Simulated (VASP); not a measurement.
Set up this calculation in VASP 6.6.1, as the native input.

```yaml
Task: single point
Functional: PBEsol
Potentials_or_basis: VASP PAW PBE potentials, release 64 (C)
Cutoff: 520 eV
k_mesh: 14 × 14 × 4
Occupations: fermi-dirac, width 0.05 eV
Spin: no spin polarisation
Dipole_correction: no
Further_INCAR_settings: ALGO = Normal; EDIFF = 1e-07; NBANDS = 16
```

The structure of C lies in POSCAR:

```
C
1.0
    2.3915431347      0.0000000000      0.0000000000
   -1.1957715673      2.0711371089      0.0000000000
    0.0000000000      0.0000000000      6.9794561820
C
4
Direct
    1.0000000000      1.0000000000      0.2500000000
    0.0000000000      0.0000000000      0.7500000000
    0.3333333333      0.6666666667      0.2500000000
    0.6666666667      0.3333333333      0.7500000000
```

This cell differs from its parent crystal: volume scaled by 0.92.

One way to write it, as run:

INCAR

```
PREC = Accurate
ENCUT = 520
EDIFF = 1E-7
ISMEAR = -1
SIGMA = 0.05
LREAL = F
LASPH = T
NELM = 100
ALGO = Normal
ISIF = 2
LWAVE = F
LCHARG = F
GGA = PS
NBANDS = 16
```

KPOINTS

```
Automatic mesh
0
Gamma
  14 14 4
```

Potentials or basis: VASP PAW PBE potentials, release 64 (C).

The run is started by

```bash
$ cat potpaw_PBE.64/C/POTCAR > POTCAR
$ mpirun -np 1 vasp_std > vasp.out
```

It gave:

```json
{
  "Pressure": "26.1 GPa",
  "Band gap on the k mesh": "1.06 eV, direct"
}
```

Caveat: the PAW data sets were made with another functional, which shifts forces and pressure a little; this functional lacks dispersion, which binds the layers, so the pressure and a relaxed spacing across them are unreliable.

It took 62 s on 1 thread of Intel Xeon 6975P-C, on a shared host, peak memory 0.15 GiB.
